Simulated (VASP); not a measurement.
# TaBe2 (Fd-3m) in VASP: notebook

Runs on TaBe2. Level: LDA. Tasks: single point.

All numbers are computed with VASP 6.6.1; they aren't measurements. Logs are shortened: lines on timing, memory, paths and dates and some standing lists are left out, and cuts for length are marked.

## Step 1: The cell of the first run

Symmetry: Fd-3m, No. 227, cubic system. Conventional cell: a = 6.468 Å, b = 6.468 Å, c = 6.468 Å, α = 90.00°, β = 90.00°, γ = 90.00°. Within 3.5 Å of Ta (site symmetry -43m) lie 12 Be at 2.68 Å and 4 Ta at 2.80 Å. Be (site symmetry -3m) has 6 Be at 2.29 Å and 6 Ta at 2.68 Å within 3.0 Å.

## Step 2: Single point, LDA

The input, INCAR:

```
SYSTEM = TaBe2
  PREC = Accurate
  ENCUT = 520
  EDIFF = 1E-7
  ISMEAR = 1
  SIGMA = 0.05
  LREAL = .FALSE.
  LASPH = .TRUE.
  NELM = 60
  ALGO = Normal
  ISIF = 2
  LWAVE = .FALSE.
  LCHARG = .FALSE.
  GGA = CA
  NBANDS = 24
```

The input, KPOINTS:

```
Automatic mesh
0
G
  6 6 6
  0 0 0
```

The input, POSCAR:

```
TaBe2
1.0
    0.0000000000      3.2340138919      3.2340138919
    3.2340138919      0.0000000000      3.2340138919
    3.2340138919      3.2340138919      0.0000000000
Ta Be
2 4
Direct
    0.7500000000      0.7500000000      0.7500000000
    0.5000000000      0.5000000000      0.5000000000
    0.1250000000      0.6250000000      0.1250000000
    0.1250000000      0.1250000000      0.6250000000
    0.6250000000      0.1250000000      0.1250000000
    0.1250000000      0.1250000000      0.1250000000
```

Potentials or basis: VASP PAW LDA potentials, release 64 (Ta_pv, Be).

Started as:

```bash
> cat potpaw_LDA.64/Ta_pv/POTCAR potpaw_LDA.64/Be/POTCAR > POTCAR
> mpirun -np 1 vasp_std > vasp.out
```

OUTCAR:

```text
SYSTEM = TaBe2
   PREC = Accurate
   ENCUT = 520
   EDIFF = 1E-7
   ISMEAR = 1
   LREAL = .FALSE.
   LASPH = .TRUE.
   NELM = 60
   ISIF = 2
   GGA = CA

 ion  position               nearest neighbor table
   1  0.750  0.750  0.750-   3 2.68   5 2.68   6 2.68   4 2.68   5 2.68   6 2.68   3 2.68   4 2.68
                             6 2.68   3 2.68   4 2.68   5 2.68   2 2.80   2 2.80   2 2.80   2 2.80
   2  0.500  0.500  0.500-   3 2.68   4 2.68   6 2.68   4 2.68   5 2.68   6 2.68   3 2.68   5 2.68
                             6 2.68   3 2.68   4 2.68   5 2.68   1 2.80   1 2.80   1 2.80   1 2.80
   3  0.125  0.625  0.125-   6 2.29   4 2.29   4 2.29   5 2.29   6 2.29   5 2.29   2 2.68   1 2.68
                             2 2.68   1 2.68   1 2.68   2 2.68
   4  0.125  0.125  0.625-   6 2.29   3 2.29   5 2.29   6 2.29   3 2.29   5 2.29   2 2.68   1 2.68
                             2 2.68   1 2.68   1 2.68   2 2.68
   5  0.625  0.125  0.125-   6 2.29   4 2.29   3 2.29   3 2.29   4 2.29   6 2.29   1 2.68   2 2.68
                             1 2.68   2 2.68   1 2.68   2 2.68
   6  0.125  0.125  0.125-   3 2.29   4 2.29   5 2.29   4 2.29   3 2.29   5 2.29   2 2.68   1 2.68
                             2 2.68   1 2.68   2 2.68   1 2.68

  LATTYP: Found a face centered cubic cell.
 ALAT       =     6.4680277838

  Lattice vectors:

 A1 = (   0.0000000000,   3.2340138919,   3.2340138919)
 A2 = (   3.2340138919,   0.0000000000,   3.2340138919)
 A3 = (   3.2340138919,   3.2340138919,   0.0000000000)

Analysis of symmetry for initial positions (statically):
=====================================================================
 Subroutine PRICEL returns:
 Original cell was already a primitive cell.

 Routine SETGRP: Setting up the symmetry group for a
 face centered cubic supercell.

 Subroutine GETGRP returns: Found 48 space group operations
 (whereof 24 operations were pure point group operations)
 out of a pool of 48 trial point group operations.

The static configuration has the point symmetry T_d .
 The point group associated with its full space group is O_h .

Analysis of symmetry for dynamics (positions and initial velocities):
=====================================================================
 Subroutine PRICEL returns:
 Original cell was already a primitive cell.

 Routine SETGRP: Setting up the symmetry group for a
 face centered cubic supercell.

 Subroutine GETGRP returns: Found 48 space group operations
 (whereof 24 operations were pure point group operations)
 out of a pool of 48 trial point group operations.

The dynamic configuration has the point symmetry T_d .
 The point group associated with its full space group is O_h .

 Subroutine INISYM returns: Found 48 space group operations
 (whereof 24 operations are pure point group operations),
 and found     1 'primitive' translations

----------------------------------------------------------------------------------------

                                     Primitive cell

  volume of cell :      67.6481

  direct lattice vectors                    reciprocal lattice vectors
     0.000000000  3.234013892  3.234013892    -0.154606633  0.154606633  0.154606633
     3.234013892  0.000000000  3.234013892     0.154606633 -0.154606633  0.154606633
     3.234013892  3.234013892  0.000000000     0.154606633  0.154606633 -0.154606633

  length of vectors
     4.573586307  4.573586307  4.573586307     0.267786544  0.267786544  0.267786544

  position of ions in fractional coordinates (direct lattice)
     0.750000000  0.750000000  0.750000000
     0.500000000  0.500000000  0.500000000
     0.125000000  0.625000000  0.125000000
     0.125000000  0.125000000  0.625000000
     0.625000000  0.125000000  0.125000000
     0.125000000  0.125000000  0.125000000

  ion indices of the primitive-cell ions
   primitive index   ion index
                 1           1
                 2           2
                 3           3
                 4           4
                 5           5
                 6           6

----------------------------------------------------------------------------------------

 KPOINTS: Automatic mesh

Automatic generation of k-mesh.
 Grid dimensions read from file:
 generate k-points for:    6    6    6

 Generating k-lattice:

  Cartesian coordinates                     Fractional coordinates (reciprocal lattice)
    -0.025767772  0.025767772  0.025767772     0.166666667  0.000000000  0.000000000
     0.025767772 -0.025767772  0.025767772     0.000000000  0.166666667  0.000000000
     0.025767772  0.025767772 -0.025767772     0.000000000  0.000000000  0.166666667

  Length of vectors
     0.044631091  0.044631091  0.044631091

  Shift w.r.t. Gamma in fractional coordinates (k-lattice)
     0.000000000  0.000000000  0.000000000

 Subroutine IBZKPT returns following result:
 ===========================================

 Found     16 irreducible k-points:

 Following reciprocal coordinates:
            Coordinates               Weight
  0.000000  0.000000  0.000000      1.000000
  0.166667  0.000000  0.000000      8.000000
  0.333333  0.000000  0.000000      8.000000
  0.500000  0.000000  0.000000      4.000000
  0.166667  0.166667  0.000000      6.000000
  0.333333  0.166667  0.000000     24.000000
[... 8 lines left out ...]
 -0.333333  0.333333  0.166667     24.000000
 -0.333333  0.500000  0.166667     12.000000
   k-points           NKPTS =     16   k-points in BZ     NKDIM =     16   number of bands    NBANDS=     24
   number of dos      NEDOS =    301   number of ions     NIONS =      6
   total plane-waves  NPLWV =  46656
   dimension x,y,z NGX =    36 NGY =   36 NGZ =   36
   dimension x,y,z NGXF=    72 NGYF=   72 NGZF=   72
   ions per type =               2   4
   NGX,Y,Z   is equivalent  to a cutoff of  13.09, 13.09, 13.09 a.u.
   NGXF,Y,Z  is equivalent  to a cutoff of  26.17, 26.17, 26.17 a.u.
 SYSTEM =  TaBe2
   PREC   = accura    normal or accurate (medium, high low for compatibility)
   ISTART =      0    job   : 0-new  1-cont  2-samecut
   ICHARG =      2    charge: 1-file 2-atom 10-const
   ISPIN  =      1    spin polarized calculation?
   LNONCOLLINEAR =      F non collinear calculations
   LSORBIT =      F    spin-orbit coupling
   LASPH  =      T    aspherical Exc in radial PAW
   ENCUT  =  520.0 eV  38.22 Ry    6.18 a.u.   8.50  8.50  8.50*2*pi/ulx,y,z
   NELM   =     60;   NELMIN=  2; NELMDL= -5     # of ELM steps
   EDIFF  = 0.1E-06   stopping-criterion for ELM
   LREAL  =      F    real-space projection
   EDIFFG = 0.1E-05   stopping-criterion for IOM
   NSW    =      0    number of steps for IOM
   IBRION =     -1    ionic relax: 0-MD 1-quasi-New 2-CG
   NFREE  =      0    steps in history (QN), initial steepest desc. (CG)
   ISIF   =      2    stress and relaxation
   ISYM   =      2    0-nonsym 1-usesym 2-fastsym
   POTIM  = 0.5000    time-step for ionic-motion
   TEBEG  =    0.0;   TEEND  =   0.0 temperature during run
   PSTRESS=    0.0 pullay stress
   NELECT =      30.0000    total number of electrons
   NUPDOWN=      -1.0000    fix difference up-down
   EMIN   =  10.00;   EMAX   =-10.00  energy-range for DOS
   EFERMI =   0.00;   METHOD = LEGACY
   ISMEAR =     1;   SIGMA  =   0.05  broadening in eV -4-tet -1-fermi 0-gaus
   EFERMI_NEDOS =   21; number of points for ismear=-14 and -15
   IALGO  =     38    algorithm
   IMIX   =      4    mixing-type and parameters
     AMIX     =   0.40;   BMIX     =  1.00
     AMIX_MAG =   1.60;   BMIX_MAG =  1.00
  volume/ion in A,a.u.               =      11.27        76.09
  Fermi-wavevector in a.u.,A,eV,Ry     =   1.248428  2.359186 21.205653  1.558572
  Thomas-Fermi vector in A             =   2.382515
   LORBIT       =      0    0 simple, 1 ext, 2 COOP (PROOUT), +10 PAW based schemes
   GGA     = CA    functional components
   LHFCALC =     F    Hartree Fock is set to
   AEXX    =    0.0000 exact exchange contribution
   IVDW    =     0    specifies the selected vdW correction
   LEPSILON=     F    determine dielectric tensor
   LRPA    =     F    only Hartree local field effects (RPA)
 non-spin polarized calculation
 Methfessel and Paxton  Order N= 1 SIGMA  =   0.05
  energy-cutoff  :      520.00
  volume of cell :       67.65
 maximum number of plane-waves:      1853
 NGX is ok and might be reduce to    36
   NGX = 17   NGY = 17   NGZ = 17

 number of electron      29.9999998 magnetization

 Free energy of the ion-electron system (eV)
  ---------------------------------------------------
  ext. energy  EPLUGINS =         0.00000000
  ---------------------------------------------------
  free energy    TOTEN  =       -43.45750860 eV

  energy without entropy =      -43.45772683  energy(sigma->0) =      -43.45758134

 E-fermi :   5.3989     XC(G=0): -11.7793

 val. band max:        5.3544593100   @ k =  -0.3333   0.3333   0.1667
 cond. band min:       5.4255389477   @ k =   0.5000   0.5000   0.0000
 fundamental gap:      0.0710796377
 Fermi energy:         5.3988571622

 k-point     1 :       0.0000    0.0000    0.0000
  band No.  band energies     occupation
      1     -28.1173      2.00000
      2     -28.1173      2.00000
      3     -28.1173      2.00000
      4     -27.6194      2.00000
      5     -27.6194      2.00000
      6     -27.6194      2.00000
[... 16 lines left out ...]
     23      13.7179      0.00000
     24      13.7179      0.00000

 k-point     2 :       0.1667    0.0000    0.0000
  band No.  band energies     occupation
      1     -28.1335      2.00000
      2     -28.1335      2.00000
      3     -28.1179      2.00000
      4     -27.6222      2.00000
      5     -27.6029      2.00000
      6     -27.6029      2.00000
[... 16 lines left out ...]
     23      12.4077      0.00000
     24      12.4077      0.00000
[... 349 lines left out ...]
     23      13.1310      0.00000
     24      13.6272      0.00000

 k-point    16 :      -0.3333    0.5000    0.1667
  band No.  band energies     occupation
      1     -28.2369      2.00000
      2     -28.2369      2.00000
      3     -27.8763      2.00000
      4     -27.8763      2.00000
      5     -27.4991      2.00000
      6     -27.4991      2.00000
[... 16 lines left out ...]
     23      13.3656      0.00000
     24      13.3656      0.00000

------------------------ aborting loop because EDIFF is reached ----------------------------------------

  FORCE on cell =-STRESS in cart. coord.  units (eV):
  Direction    XX          YY          ZZ          XY          YZ          ZX
  --------------------------------------------------------------------------------------
  -------------------------------------------------------------------------------------
  Total       -1.4090152     -1.4090152     -1.4090152     -0.0000000      0.0000000     -0.0000000
  in kB      -33.3711077    -33.3711077    -33.3711077     -0.0000000      0.0000000     -0.0000000
  external PRESSURE =     -33.3711077 kB  Pullay stress =       0.0000000 kB

 VOLUME and BASIS-vectors are now :
 -----------------------------------------------------------------------------
  energy-cutoff  :      520.00
  volume of cell :       67.65
      direct lattice vectors                 reciprocal lattice vectors
     0.000000000  3.234013892  3.234013892    -0.154606633  0.154606633  0.154606633
     3.234013892  0.000000000  3.234013892     0.154606633 -0.154606633  0.154606633
     3.234013892  3.234013892  0.000000000     0.154606633  0.154606633 -0.154606633

 POSITION                                       TOTAL-FORCE (eV/Angst)
 -----------------------------------------------------------------------------------
      4.85102      4.85102      4.85102         0.000000      0.000000     -0.000000
      3.23401      3.23401      3.23401        -0.000000     -0.000000      0.000000
      2.42551      0.80850      2.42551         0.000000      0.000000      0.000000
      2.42551      2.42551      0.80850         0.000000      0.000000      0.000000
      0.80850      2.42551      2.42551         0.000000      0.000000      0.000000
      0.80850      0.80850      0.80850         0.000000      0.000000      0.000000
 -----------------------------------------------------------------------------------
    total drift:                                0.000000      0.000000      0.000000

  FREE ENERGIE OF THE ION-ELECTRON SYSTEM (eV)
  ---------------------------------------------------
  free  energy   TOTEN  =       -43.4575085973 eV

  energy  without entropy=      -43.4577268291  energy(sigma->0) =      -43.45758134
```

Wall time 22 s (1 thread of Intel Xeon Platinum 8259CL at 2.50GHz (Skylake/Cascade Lake), shared host); peak memory 0.18 GiB.

Results:

* Free energy: -43.4575 eV
* Pressure: -3.3 GPa
* Band gap on the k mesh: zero (band 15 reaches 5.60 eV, above the bottom of band 16 at 4.13 eV)

Caveat: spin-orbit coupling is left out, which moves the levels of the heavy elements.

## Step 3: Single point, LDA

This run uses another cell than the first one, of 11.50 Å³/atom, 1.020 times its volume.

The input, INCAR:

```
ALGO = Normal
EDIFF = 1E-6
ENCUT = 520
GGA = CA
ISIF = 2
ISMEAR = 1
LASPH = True
LCHARG = True
LELF = True
LREAL = False
LVHAR = True
LWAVE = False
NBANDS = 24
NELM = 80
PREC = Accurate
SIGMA = 0.05
```

The input, KPOINTS:

```
k-points
0
Gamma
  6 6 6
```

Edit POSCAR of step 2 so:

```diff
@@ -2,5 +2,5 @@
 1.0
-    0.0000000000      3.2340138919      3.2340138919
-    3.2340138919      0.0000000000      3.2340138919
-    3.2340138919      3.2340138919      0.0000000000
+    0.0000000000      3.2558660000      3.2558660000
+    3.2558660000      0.0000000000      3.2558660000
+    3.2558660000      3.2558660000      0.0000000000
 Ta Be
```

Potentials or basis: VASP PAW LDA potentials, release 64 (Ta_pv, Be).

Started as:

```bash
> cat potpaw_LDA.64/Ta_pv/POTCAR potpaw_LDA.64/Be/POTCAR > POTCAR
> mpirun -np 1 vasp_std > vasp.out
```

It took 22 s on 1 thread of Intel Xeon Platinum 8259CL at 2.50GHz (Skylake/Cascade Lake), shared host; peak memory 0.18 GiB.

The run converged. Its results:

```yaml
Free_energy: -43.4144 eV
Pressure: -6.7 GPa
Band_gap_on_the_k_mesh: zero (band 15 reaches 5.46 eV, above the bottom of band 16 at 3.99 eV)
```

Levels at points of the mesh, in eV from the Fermi level:
| k point | band 12 | band 13 | band 14 | band 15 | band 16 | band 17 | band 18 | band 19 |
| --- | --- | --- | --- | --- | --- | --- | --- | --- |
| (0.00, 0.00, 0.00) | -2.09 | -2.09 | -1.24 | -1.24 | -1.24 | 4.08 | 4.58 | 4.58 |
| (0.50, 0.00, 0.00) | -1.49 | -1.49 | -0.87 | -0.16 | -0.16 | 2.94 | 2.94 | 4.31 |
| (0.50, 0.50, 0.00) | -1.92 | 0.03 | 0.03 | 0.08 | 0.08 | 2.11 | 2.11 | 2.48 |

Caveat: spin-orbit coupling is left out, which moves the levels of the heavy elements.
